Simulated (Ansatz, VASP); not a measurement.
# Two plane-wave programs on Ta

```xyz
1
Lattice="-1.5999 1.5999 1.7240 1.5999 -1.5999 1.7240 1.5999 1.5999 -1.7240" Properties=species:S:1:pos:R:3 pbc="T T T"
Ta    0.0000    0.0000    0.0000
```

Alike in both runs: task single point; functional PBEsol; k mesh 22 × 22 × 22; occupations gaussian, width 0.15 eV; no spin polarisation.

|  | VASP | Ansatz |
| --- | --- | --- |
| version | VASP 6.6.1 | Ansatz 0.2.0 |
| potentials or method | VASP PAW PBE potentials, release 64 (Ta_pv), cutoff 520 eV | scalar-relativistic, plane waves, PAW |
| valence electrons in the cell | 11 | 13 |

Ansatz gave:

| Quantity | Value |
| --- | --- |
| gap on the k mesh at the Fermi level (eV) | none |
| pressure (GPa) | 0.7 |
| traceless stress, the component that is largest in VASP (GPa) | -5.61 |

Q: Estimate VASP's values.

A: gap on the k mesh at the Fermi level (eV): none; pressure (GPa): 1.0; traceless stress, the component that is largest in VASP (GPa): -5.61.

VASP's potentials were made for PBE, not for PBEsol, and Ansatz warns of the same on its side. A gap of «none» marks a metal or a gap that the smearing closes. With one functional, cell and mesh, what is left measures potentials, basis and numerics. VASP's potentials hold 11 valence electrons a cell and Ansatz's 13, so a difference there can come from the potentials and not from the codes.

Spin-orbit coupling is off throughout.
